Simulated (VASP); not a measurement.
# FeNiC4 (F-43m) in VASP: single point with PBE

Aim: the single point of FeNiC4 with PBE.

All numbers are computed with VASP 6.6.1; they aren't measurements. Logs are shortened: lines on timing, memory, paths and dates and some standing lists are left out, and cuts for length are marked.

## 1. The cell of the first run

It takes space group F-43m (No. 216, cubic). The conventional cell has a = 5.771 Å, b = 5.771 Å, c = 5.771 Å, α = 90.00°, β = 90.00°, γ = 90.00°. Fe (site symmetry -43m) has 12 C at 2.39 Å and 4 Ni at 2.50 Å within 3.2 Å. Ni (site symmetry -43m) has 12 C at 2.39 Å and 4 Fe at 2.50 Å within 3.2 Å. C (site symmetry 3m) has 6 C at 2.04 Å and 3 Fe at 2.39 Å and 3 Ni at 2.39 Å within 2.7 Å.

## 2. Single point, PBE, collinear spin, ferromagnetic start

File INCAR:

```
PREC = Accurate
ENCUT = 520
EDIFF = 1E-6
ISMEAR = 0
SIGMA = 0.1
LREAL = F
LASPH = T
NELM = 150
ALGO = Normal
ISIF = 2
LWAVE = F
LCHARG = T
ISPIN = 2
MAGMOM = 4 2 0 0 0 0
LORBIT = 11
LMAXMIX = 4
GGA = PE
LELF = T
LVHAR = T
NBANDS = 30
```

File KPOINTS:

```
Automatic mesh
0
Gamma
  6 6 6
```

File POSCAR:

```
FeNiC4
1.0
    0.0000000000      2.8857264868      2.8857264868
    2.8857264868      0.0000000000      2.8857264868
    2.8857264868      2.8857264868      0.0000000000
Fe Ni C
1 1 4
Direct
    0.0000000000      0.0000000000      0.0000000000
    0.7500000000      0.7500000000      0.7500000000
    0.3750000000      0.8750000000      0.3750000000
    0.3750000000      0.3750000000      0.8750000000
    0.3750000000      0.3750000000      0.3750000000
    0.8750000000      0.3750000000      0.3750000000
```

Potentials or basis: VASP PAW PBE potentials, release 64 (Fe, Ni, C).

The run is started by

```bash
cat potpaw_PBE.64/Fe/POTCAR potpaw_PBE.64/Ni/POTCAR potpaw_PBE.64/C/POTCAR > POTCAR
mpirun -np 1 vasp_std > vasp.out
```

OUTCAR:

```text
PREC = Accurate
   ENCUT = 520
   EDIFF = 1E-6
   ISMEAR = 0
   LREAL = F
   LASPH = T
   NELM = 150
   ISIF = 2
   ISPIN = 2
   LORBIT = 11
   GGA = PE

 ion  position               nearest neighbor table
   1  0.000  0.000  0.000-   5 2.39   5 2.39   5 2.39   3 2.39   3 2.39   6 2.39   4 2.39   4 2.39
                             6 2.39   3 2.39   4 2.39   6 2.39   2 2.50   2 2.50   2 2.50   2 2.50
   2  0.750  0.750  0.750-   5 2.39   5 2.39   5 2.39   4 2.39   4 2.39   6 2.39   3 2.39   3 2.39
                             6 2.39   3 2.39   4 2.39   6 2.39   1 2.50   1 2.50   1 2.50   1 2.50
   3  0.375  0.875  0.375-   5 2.04   4 2.04   4 2.04   5 2.04   6 2.04   6 2.04   1 2.39   1 2.39
                             2 2.39   1 2.39   2 2.39   2 2.39
   4  0.375  0.375  0.875-   5 2.04   3 2.04   5 2.04   6 2.04   3 2.04   6 2.04   1 2.39   2 2.39
                             2 2.39   1 2.39   2 2.39   1 2.39
   5  0.375  0.375  0.375-   3 2.04   4 2.04   6 2.04   4 2.04   3 2.04   6 2.04   2 2.39   1 2.39
                             2 2.39   1 2.39   2 2.39   1 2.39
   6  0.875  0.375  0.375-   5 2.04   4 2.04   3 2.04   3 2.04   4 2.04   5 2.04   1 2.39   2 2.39
                             1 2.39   2 2.39   1 2.39   2 2.39

  LATTYP: Found a face centered cubic cell.
 ALAT       =     5.7714529736

  Lattice vectors:

 A1 = (   0.0000000000,   2.8857264868,   2.8857264868)
 A2 = (   2.8857264868,   0.0000000000,   2.8857264868)
 A3 = (   2.8857264868,   2.8857264868,   0.0000000000)

Analysis of symmetry for initial positions (statically):
=====================================================================
 Subroutine PRICEL returns:
 Original cell was already a primitive cell.

 Routine SETGRP: Setting up the symmetry group for a
 face centered cubic supercell.

 Subroutine GETGRP returns: Found 24 space group operations
 (whereof 24 operations were pure point group operations)
 out of a pool of 48 trial point group operations.

The static configuration has the point symmetry T_d .

Analysis of symmetry for dynamics (positions and initial velocities):
=====================================================================
 Subroutine PRICEL returns:
 Original cell was already a primitive cell.

 Routine SETGRP: Setting up the symmetry group for a
 face centered cubic supercell.

 Subroutine GETGRP returns: Found 24 space group operations
 (whereof 24 operations were pure point group operations)
 out of a pool of 48 trial point group operations.

The dynamic configuration has the point symmetry T_d .

Analysis of structural, dynamic, and magnetic symmetry:
=====================================================================
 Subroutine PRICEL returns:
 Original cell was already a primitive cell.

 Routine SETGRP: Setting up the symmetry group for a
 face centered cubic supercell.

 Subroutine GETGRP returns: Found 24 space group operations
 (whereof 24 operations were pure point group operations)
 out of a pool of 48 trial point group operations.

The overall configuration has the point symmetry T_d .

 Subroutine INISYM returns: Found 24 space group operations
 (whereof 24 operations are pure point group operations),
 and found     1 'primitive' translations

----------------------------------------------------------------------------------------

                                     Primitive cell

  volume of cell :      48.0613

  direct lattice vectors                    reciprocal lattice vectors
     0.000000000  2.885726487  2.885726487    -0.173266594  0.173266594  0.173266594
     2.885726487  0.000000000  2.885726487     0.173266594 -0.173266594  0.173266594
     2.885726487  2.885726487  0.000000000     0.173266594  0.173266594 -0.173266594

  length of vectors
     4.081033535  4.081033535  4.081033535     0.300106544  0.300106544  0.300106544

  position of ions in fractional coordinates (direct lattice)
     0.000000000  0.000000000  0.000000000
     0.750000000  0.750000000  0.750000000
     0.375000000  0.875000000  0.375000000
     0.375000000  0.375000000  0.875000000
     0.375000000  0.375000000  0.375000000
     0.875000000  0.375000000  0.375000000

  ion indices of the primitive-cell ions
   primitive index   ion index
[... 49 lines left out ...]
 -0.333333  0.333333  0.166667     24.000000
 -0.333333  0.500000  0.166667     12.000000
   k-points           NKPTS =     16   k-points in BZ     NKDIM =     16   number of bands    NBANDS=     30
   number of dos      NEDOS =    301   number of ions     NIONS =      6
   total plane-waves  NPLWV =  27000
   dimension x,y,z NGX =    30 NGY =   30 NGZ =   30
   dimension x,y,z NGXF=    60 NGYF=   60 NGZF=   60
   ions per type =               1   1   4
   NGX,Y,Z   is equivalent  to a cutoff of  12.22, 12.22, 12.22 a.u.
   NGXF,Y,Z  is equivalent  to a cutoff of  24.44, 24.44, 24.44 a.u.
 SYSTEM =  unknown system
   PREC   = accura    normal or accurate (medium, high low for compatibility)
   ISTART =      0    job   : 0-new  1-cont  2-samecut
   ICHARG =      2    charge: 1-file 2-atom 10-const
   ISPIN  =      2    spin polarized calculation?
   LNONCOLLINEAR =      F non collinear calculations
   LSORBIT =      F    spin-orbit coupling
   LASPH  =      T    aspherical Exc in radial PAW
   ENCUT  =  520.0 eV  38.22 Ry    6.18 a.u.   7.59  7.59  7.59*2*pi/ulx,y,z
   NELM   =    150;   NELMIN=  2; NELMDL= -5     # of ELM steps
   EDIFF  = 0.1E-05   stopping-criterion for ELM
   LREAL  =      F    real-space projection
   EDIFFG = 0.1E-04   stopping-criterion for IOM
   NSW    =      0    number of steps for IOM
   IBRION =     -1    ionic relax: 0-MD 1-quasi-New 2-CG
   NFREE  =      0    steps in history (QN), initial steepest desc. (CG)
   ISIF   =      2    stress and relaxation
   ISYM   =      2    0-nonsym 1-usesym 2-fastsym
   POTIM  = 0.5000    time-step for ionic-motion
   TEBEG  =    0.0;   TEEND  =   0.0 temperature during run
   PSTRESS=    0.0 pullay stress
   NELECT =      34.0000    total number of electrons
   NUPDOWN=      -1.0000    fix difference up-down
   EMIN   =  10.00;   EMAX   =-10.00  energy-range for DOS
   EFERMI =   0.00;   METHOD = LEGACY
   ISMEAR =     0;   SIGMA  =   0.10  broadening in eV -4-tet -1-fermi 0-gaus
   EFERMI_NEDOS =   21; number of points for ismear=-14 and -15
   IALGO  =     38    algorithm
   IMIX   =      4    mixing-type and parameters
     AMIX     =   0.40;   BMIX     =  1.00
     AMIX_MAG =   1.60;   BMIX_MAG =  1.00
  volume/ion in A,a.u.               =       8.01        54.06
  Fermi-wavevector in a.u.,A,eV,Ry     =   1.458711  2.756564 28.950997  2.127838
  Thomas-Fermi vector in A             =   2.575364
   LORBIT       =     11    0 simple, 1 ext, 2 COOP (PROOUT), +10 PAW based schemes
   GGA     = PE    functional components
   LHFCALC =     F    Hartree Fock is set to
   AEXX    =    0.0000 exact exchange contribution
   IVDW    =     0    specifies the selected vdW correction
   LEPSILON=     F    determine dielectric tensor
   LRPA    =     F    only Hartree local field effects (RPA)
 spin polarized calculation
 Gauss-broadening in eV      SIGMA  =   0.10
  energy-cutoff  :      520.00
  volume of cell :       48.06
 maximum number of plane-waves:      1308
   NGX = 15   NGY = 15   NGZ = 15

 number of electron      33.9999998 magnetization       2.4958441

 Free energy of the ion-electron system (eV)
  ---------------------------------------------------
  ext. energy  EPLUGINS =         0.00000000
  ---------------------------------------------------
  free energy    TOTEN  =       -34.85260858 eV

  energy without entropy =      -34.82083548  energy(sigma->0) =      -34.83672203

 E-fermi :   9.0456     XC(G=0): -13.2020

 val. band max:        9.0334001061   @ k =   0.5000   0.3333   0.0000
 cond. band min:       9.0633699256   @ k =  -0.3333   0.3333   0.1667
 fundamental gap:      0.0299698195
 Fermi energy:         9.0455755419

 spin component 1

 k-point     1 :       0.0000    0.0000    0.0000
  band No.  band energies     occupation
      1      -8.8253      1.00000
      2      -0.3542      1.00000
      3       1.2085      1.00000
      4       1.2085      1.00000
      5       1.2085      1.00000
      6       1.9786      1.00000
[... 501 lines left out ...]
     28      17.0492      0.00000
     29      19.5693      0.00000
 Fermi energy:         9.0455755419

 spin component 2

 k-point     1 :       0.0000    0.0000    0.0000
  band No.  band energies     occupation
      1      -8.8170      1.00000
      2      -0.3010      1.00000
      3       1.2924      1.00000
      4       1.2924      1.00000
      5       1.2924      1.00000
      6       2.0787      1.00000
[... 501 lines left out ...]
     28      17.5233      0.00000
     29      19.8996      0.00000
 [bands above 29 left out]

------------------------ aborting loop because EDIFF is reached ----------------------------------------

  FORCE on cell =-STRESS in cart. coord.  units (eV):
  Direction    XX          YY          ZZ          XY          YZ          ZX
  --------------------------------------------------------------------------------------
  -------------------------------------------------------------------------------------
  Total        0.2807403      0.2807403      0.2807403     -0.0000000      0.0000000     -0.0000000
  in kB        9.3587943      9.3587943      9.3587943     -0.0000000      0.0000000     -0.0000000
  external PRESSURE =       9.3587943 kB  Pullay stress =       0.0000000 kB

 VOLUME and BASIS-vectors are now :
 -----------------------------------------------------------------------------
  energy-cutoff  :      520.00
  volume of cell :       48.06
      direct lattice vectors                 reciprocal lattice vectors
     0.000000000  2.885726487  2.885726487    -0.173266594  0.173266594  0.173266594
     2.885726487  0.000000000  2.885726487     0.173266594 -0.173266594  0.173266594
     2.885726487  2.885726487  0.000000000     0.173266594  0.173266594 -0.173266594

 POSITION                                       TOTAL-FORCE (eV/Angst)
 -----------------------------------------------------------------------------------
      0.00000      0.00000      0.00000        -0.000000     -0.000000      0.000000
      4.32859      4.32859      4.32859         0.000000      0.000000      0.000000
      3.60716      2.16429      3.60716        -0.158542      0.158542     -0.158542
      3.60716      3.60716      2.16429        -0.158542     -0.158542      0.158542
      2.16429      2.16429      2.16429         0.158542      0.158542      0.158542
      2.16429      3.60716      3.60716         0.158542     -0.158542     -0.158542
 -----------------------------------------------------------------------------------
    total drift:                                0.000001      0.000001      0.000002

  FREE ENERGIE OF THE ION-ELECTRON SYSTEM (eV)
  ---------------------------------------------------
  free  energy   TOTEN  =       -34.8526085810 eV

  energy  without entropy=      -34.8208354839  energy(sigma->0) =      -34.83672203

 total charge

# of ion       s       p       d       tot
------------------------------------------
    1        0.324   0.436   6.318   7.078
    2        0.356   0.430   8.494   9.280
    3        0.995   1.148   0.000   2.143
    4        0.995   1.148   0.000   2.143
    5        0.995   1.148   0.000   2.143
    6        0.995   1.148   0.000   2.143
--------------------------------------------------
tot          4.661   5.458  14.811  24.930

 magnetization (x)

# of ion       s       p       d       tot
------------------------------------------
    1        0.014   0.015   2.493   2.521
    2       -0.010   0.000   0.034   0.024
    3        0.016  -0.022   0.000  -0.006
    4        0.016  -0.022   0.000  -0.006
    5        0.016  -0.022   0.000  -0.006
    6        0.016  -0.022   0.000  -0.006
--------------------------------------------------
tot          0.068  -0.073   2.527   2.521
```

Wall time 36 s (1 thread of Intel Xeon 6975P-C (Granite Rapids), shared host); peak memory 0.2 GiB.

Results:

| Quantity | Value |
| --- | --- |
| Free energy | -34.8526 eV |
| Pressure | 0.9 GPa |
| Net moment | 2.50 μB per cell |
| Site moments | Fe +2.52; Ni +0.02; C -0.01 μB |
| Valence electrons inside the program's atomic spheres | Fe 7.08; Ni 9.28; C 2.14 |
